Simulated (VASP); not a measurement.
# CdSe (F-43m) in VASP: further runs

CdSe is run at these levels: BLYP+D4, RPBE; tasks: single point.

Everything below comes from runs of VASP 6.6.1. Logs are shortened: lines on timing, memory, paths and dates and some standing lists are left out, and cuts for length are marked.

**1. The cell of the first run**

The structure is cubic, space group F-43m (No. 216). Conventional cell: a = 6.015 Å, b = 6.015 Å, c = 6.015 Å, α = 90.00°, β = 90.00°, γ = 90.00°. Within 3.4 Å of Cd (site symmetry -43m) lie 4 Se at 2.60 Å. Se (site symmetry -43m) has 4 Cd at 2.60 Å within 3.4 Å.

**2. Single point, BLYP+D4**

File INCAR:

```
SYSTEM = CdSe
  PREC = Accurate
  ENCUT = 520
  EDIFF = 1E-7
  ISMEAR = -1
  SIGMA = 0.05
  LREAL = .FALSE.
  LASPH = .TRUE.
  NELM = 100
  ALGO = Normal
  ISIF = 2
  LWAVE = .FALSE.
  LCHARG = .FALSE.
  GGA = B5
  ALDAX = 1.0
  AGGAX = 1.0
  AGGAC = 1.0
  ALDAC = 0.0
  IVDW = 13
  VDW_S6 = 1.0
  VDW_S8 = 2.34076671
  VDW_A1 = 0.44488865
  VDW_A2 = 4.0933009
  NBANDS = 16
```

File KPOINTS:

```
Automatic mesh
0
G
  8 8 8
  0 0 0
```

File POSCAR:

```
CdSe
1.0
    0.0000000000      3.0075950161      3.0075950161
    3.0075950161      0.0000000000      3.0075950161
    3.0075950161      3.0075950161      0.0000000000
Cd Se
1 1
Direct
    0.0000000000      0.0000000000      0.0000000000
    0.2500000000      0.2500000000      0.2500000000
```

Potentials or basis: VASP PAW PBE potentials, release 64 (Cd, Se).

On the command line:

```
$ cat potpaw_PBE.64/Cd/POTCAR potpaw_PBE.64/Se/POTCAR > POTCAR
$ mpirun -np 1 vasp_std > vasp.out
```

OUTCAR:

```text
SYSTEM = CdSe
   PREC = Accurate
   ENCUT = 520
   EDIFF = 1E-7
   ISMEAR = -1
   LREAL = .FALSE.
   LASPH = .TRUE.
   NELM = 100
   ISIF = 2
   GGA = B5
   IVDW = 13

 ion  position               nearest neighbor table
   1  0.000  0.000  0.000-   2 2.60   2 2.60   2 2.60   2 2.60
   2  0.250  0.250  0.250-   1 2.60   1 2.60   1 2.60   1 2.60

  LATTYP: Found a face centered cubic cell.
 ALAT       =     6.0151900322

  Lattice vectors:

 A1 = (   0.0000000000,   3.0075950161,   3.0075950161)
 A2 = (   3.0075950161,   0.0000000000,   3.0075950161)
 A3 = (   3.0075950161,   3.0075950161,   0.0000000000)

Analysis of symmetry for initial positions (statically):
=====================================================================
 Subroutine PRICEL returns:
 Original cell was already a primitive cell.

 Routine SETGRP: Setting up the symmetry group for a
 face centered cubic supercell.

 Subroutine GETGRP returns: Found 24 space group operations
 (whereof 24 operations were pure point group operations)
 out of a pool of 48 trial point group operations.

The static configuration has the point symmetry T_d .

Analysis of symmetry for dynamics (positions and initial velocities):
=====================================================================
 Subroutine PRICEL returns:
 Original cell was already a primitive cell.

 Routine SETGRP: Setting up the symmetry group for a
 face centered cubic supercell.

 Subroutine GETGRP returns: Found 24 space group operations
 (whereof 24 operations were pure point group operations)
 out of a pool of 48 trial point group operations.

The dynamic configuration has the point symmetry T_d .

 Subroutine INISYM returns: Found 24 space group operations
 (whereof 24 operations are pure point group operations),
 and found     1 'primitive' translations

----------------------------------------------------------------------------------------

                                     Primitive cell

  volume of cell :      54.4112

  direct lattice vectors                    reciprocal lattice vectors
     0.000000000  3.007595016  3.007595016    -0.166245787  0.166245787  0.166245787
     3.007595016  0.000000000  3.007595016     0.166245787 -0.166245787  0.166245787
     3.007595016  3.007595016  0.000000000     0.166245787  0.166245787 -0.166245787

  length of vectors
     4.253381662  4.253381662  4.253381662     0.287946149  0.287946149  0.287946149

  position of ions in fractional coordinates (direct lattice)
     0.000000000  0.000000000  0.000000000
     0.250000000  0.250000000  0.250000000

  ion indices of the primitive-cell ions
   primitive index   ion index
                 1           1
                 2           2

----------------------------------------------------------------------------------------

 KPOINTS: Automatic mesh

Automatic generation of k-mesh.
 Grid dimensions read from file:
 generate k-points for:    8    8    8

 Generating k-lattice:

  Cartesian coordinates                     Fractional coordinates (reciprocal lattice)
    -0.020780723  0.020780723  0.020780723     0.125000000  0.000000000  0.000000000
     0.020780723 -0.020780723  0.020780723     0.000000000  0.125000000  0.000000000
     0.020780723  0.020780723 -0.020780723     0.000000000  0.000000000  0.125000000

  Length of vectors
     0.035993269  0.035993269  0.035993269

  Shift w.r.t. Gamma in fractional coordinates (k-lattice)
     0.000000000  0.000000000  0.000000000

 Subroutine IBZKPT returns following result:
 ===========================================

 Found     29 irreducible k-points:

 Following reciprocal coordinates:
            Coordinates               Weight
  0.000000  0.000000  0.000000      1.000000
  0.125000  0.000000  0.000000      8.000000
  0.250000  0.000000  0.000000      8.000000
  0.375000  0.000000  0.000000      8.000000
  0.500000  0.000000  0.000000      4.000000
  0.125000  0.125000  0.000000      6.000000
[... 16 lines left out ...]
  0.500000  0.250000  0.125000     48.000000
 -0.375000  0.250000  0.125000     24.000000
 [... further k-points ...]
   k-points           NKPTS =     29   k-points in BZ     NKDIM =     29   number of bands    NBANDS=     16
   number of dos      NEDOS =    301   number of ions     NIONS =      2
   total plane-waves  NPLWV =  32768
   dimension x,y,z NGX =    32 NGY =   32 NGZ =   32
   dimension x,y,z NGXF=    64 NGYF=   64 NGZF=   64
   ions per type =               1   1
   NGX,Y,Z   is equivalent  to a cutoff of  12.51, 12.51, 12.51 a.u.
   NGXF,Y,Z  is equivalent  to a cutoff of  25.01, 25.01, 25.01 a.u.
 SYSTEM =  CdSe
   PREC   = accura    normal or accurate (medium, high low for compatibility)
   ISTART =      0    job   : 0-new  1-cont  2-samecut
   ICHARG =      2    charge: 1-file 2-atom 10-const
   ISPIN  =      1    spin polarized calculation?
   LNONCOLLINEAR =      F non collinear calculations
   LSORBIT =      F    spin-orbit coupling
   LASPH  =      T    aspherical Exc in radial PAW
   ENCUT  =  520.0 eV  38.22 Ry    6.18 a.u.   7.91  7.91  7.91*2*pi/ulx,y,z
   NELM   =    100;   NELMIN=  2; NELMDL= -5     # of ELM steps
   EDIFF  = 0.1E-06   stopping-criterion for ELM
   LREAL  =      F    real-space projection
   EDIFFG = 0.1E-05   stopping-criterion for IOM
   NSW    =      0    number of steps for IOM
   IBRION =     -1    ionic relax: 0-MD 1-quasi-New 2-CG
   NFREE  =      0    steps in history (QN), initial steepest desc. (CG)
   ISIF   =      2    stress and relaxation
   ISYM   =      2    0-nonsym 1-usesym 2-fastsym
   POTIM  = 0.5000    time-step for ionic-motion
   TEBEG  =    0.0;   TEEND  =   0.0 temperature during run
   PSTRESS=    0.0 pullay stress
   NELECT =      18.0000    total number of electrons
   NUPDOWN=      -1.0000    fix difference up-down
   EMIN   =  10.00;   EMAX   =-10.00  energy-range for DOS
   EFERMI =   0.00;   METHOD = LEGACY
   ISMEAR =    -1;   SIGMA  =   0.05  broadening in eV -4-tet -1-fermi 0-gaus
   EFERMI_NEDOS =   21; number of points for ismear=-14 and -15
   IALGO  =     38    algorithm
   IMIX   =      4    mixing-type and parameters
     AMIX     =   0.40;   BMIX     =  1.00
     AMIX_MAG =   1.60;   BMIX_MAG =  1.00
  volume/ion in A,a.u.               =      27.21       183.59
  Fermi-wavevector in a.u.,A,eV,Ry     =   1.132234  2.139613 17.442050  1.281955
  Thomas-Fermi vector in A             =   2.268935
   LORBIT       =      0    0 simple, 1 ext, 2 COOP (PROOUT), +10 PAW based schemes
   GGA     = B5    functional components
   LHFCALC =     F    Hartree Fock is set to
   AEXX    =    0.0000 exact exchange contribution
   IVDW    =    13    specifies the selected vdW correction
   LEPSILON=     F    determine dielectric tensor
   LRPA    =     F    only Hartree local field effects (RPA)
 non-spin polarized calculation
  energy-cutoff  :      520.00
  volume of cell :       54.41
 maximum number of plane-waves:      1477
   NGX = 15   NGY = 15   NGZ = 15

 number of electron      17.9999993 magnetization

 Free energy of the ion-electron system (eV)
  ---------------------------------------------------
  ext. energy  EPLUGINS =         0.00000000
  ---------------------------------------------------
  free energy    TOTEN  =        -4.35349556 eV

  energy without entropy =       -4.35348532  energy(sigma->0) =       -4.35349044

 E-fermi :   1.9734     XC(G=0):  -8.5413

 val. band max:        1.6139431925   @ k =   0.0000   0.0000   0.0000
 cond. band min:       2.2587216969   @ k =   0.0000   0.0000   0.0000
 fundamental gap:      0.6447785044
 Fermi energy:         1.9734151977

 k-point     1 :       0.0000    0.0000    0.0000
  band No.  band energies     occupation
      1     -11.1922      2.00000
      2      -6.4953      2.00000
      3      -6.4953      2.00000
      4      -6.4953      2.00000
      5      -6.0911      2.00000
      6      -6.0911      2.00000
[... 8 lines left out ...]
     15      12.8919      0.00000
     16      12.8919      0.00000

 k-point     2 :       0.1250    0.0000    0.0000
  band No.  band energies     occupation
      1     -11.1354      2.00000
      2      -6.4767      2.00000
      3      -6.4767      2.00000
      4      -6.4453      2.00000
      5      -6.0922      2.00000
      6      -6.0922      2.00000
[... 8 lines left out ...]
     15      12.1041      0.00000
     16      12.3634      0.00000

 k-point     3 :       0.2500    0.0000    0.0000
  band No.  band energies     occupation
      1     -10.9967      2.00000
      2      -6.4361      2.00000
      3      -6.4361      2.00000
      4      -6.2728      2.00000
      5      -6.0889      2.00000
      6      -6.0889      2.00000
[... 8 lines left out ...]
     15      11.8583      0.00000
     16      11.9709      0.00000

 k-point     4 :       0.3750    0.0000    0.0000
  band No.  band energies     occupation
      1     -10.8565      2.00000
      2      -6.4039      2.00000
      3      -6.4039      2.00000
      4      -6.0749      2.00000
      5      -6.0749      2.00000
      6      -5.9736      2.00000
[... 8 lines left out ...]
     15      12.7594      0.00000
     16      12.7594      0.00000
[... 324 lines left out ...]
 k-point    22 :       0.3750    0.2500    0.1250
  band No.  band energies     occupation
      1     -10.8941      2.00000
      2      -6.3918      2.00000
      3      -6.3703      2.00000
      4      -6.2164      2.00000
      5      -6.0829      2.00000
      6      -6.0419      2.00000
[... 8 lines left out ...]
     15      13.3457      0.00000
     16      14.6404      0.00000

 k-point    23 :       0.5000    0.2500    0.1250
  band No.  band energies     occupation
      1     -10.7829      2.00000
      2      -6.3607      2.00000
      3      -6.3412      2.00000
      4      -6.1425      2.00000
      5      -6.0675      2.00000
      6      -5.8376      2.00000
[... 8 lines left out ...]
     15      13.7297      0.00000
     16      14.4998      0.00000

 k-point    24 :      -0.3750    0.2500    0.1250
  band No.  band energies     occupation
      1     -10.7371      2.00000
      2      -6.3553      2.00000
      3      -6.3277      2.00000
      4      -6.1131      2.00000
      5      -6.0736      2.00000
      6      -5.6777      2.00000
[... 8 lines left out ...]
     15      13.5161      0.00000
     16      14.4786      0.00000

 [... further k-points ...]

------------------------ aborting loop because EDIFF is reached ----------------------------------------

  DFT-D4 for vdW energy calculation

  Edisp (eV):   -1.26114

  FORCE on cell =-STRESS in cart. coord.  units (eV):
  Direction    XX          YY          ZZ          XY          YZ          ZX
  --------------------------------------------------------------------------------------
  -------------------------------------------------------------------------------------
  Total       1.41381     1.41381     1.41381     0.00000     0.00000     0.00000
  in kB      41.63083    41.63083    41.63083     0.00000     0.00000     0.00000
  external pressure =       41.63 kB  Pullay stress =        0.00 kB

 VOLUME and BASIS-vectors are now :
 -----------------------------------------------------------------------------
  energy-cutoff  :      520.00
  volume of cell :       54.41
      direct lattice vectors                 reciprocal lattice vectors
     0.000000000  3.007595016  3.007595016    -0.166245787  0.166245787  0.166245787
     3.007595016  0.000000000  3.007595016     0.166245787 -0.166245787  0.166245787
     3.007595016  3.007595016  0.000000000     0.166245787  0.166245787 -0.166245787

 POSITION                                       TOTAL-FORCE (eV/Angst)
 -----------------------------------------------------------------------------------
      0.00000      0.00000      0.00000         0.000000      0.000000      0.000000
      1.50380      1.50380      1.50380        -0.000000     -0.000000     -0.000000
 -----------------------------------------------------------------------------------
    total drift:                                0.000001      0.000001      0.000001

  FREE ENERGIE OF THE ION-ELECTRON SYSTEM (eV)
  ---------------------------------------------------
  free  energy   TOTEN  =        -5.6146355669 eV

  energy  without entropy=       -5.6146253199  energy(sigma->0) =       -5.61463044
```

It took 79 s on 1 thread of AMD EPYC 7R13, shared host; peak memory 0.16 GiB.

What came out:

| Property | Result |
| --- | --- |
| Free energy | -5.6146 eV |
| Pressure | 4.2 GPa |
| Band gap on the k mesh | 0.64 eV, direct |
| Dispersion energy per atom | -0.631 eV |

Caveat: the PAW data sets were made with another functional, which shifts forces and pressure a little. BLYP gaps usually lie below the measured ones, often by a third to a half.

(Part 1 of 2 ends here.)
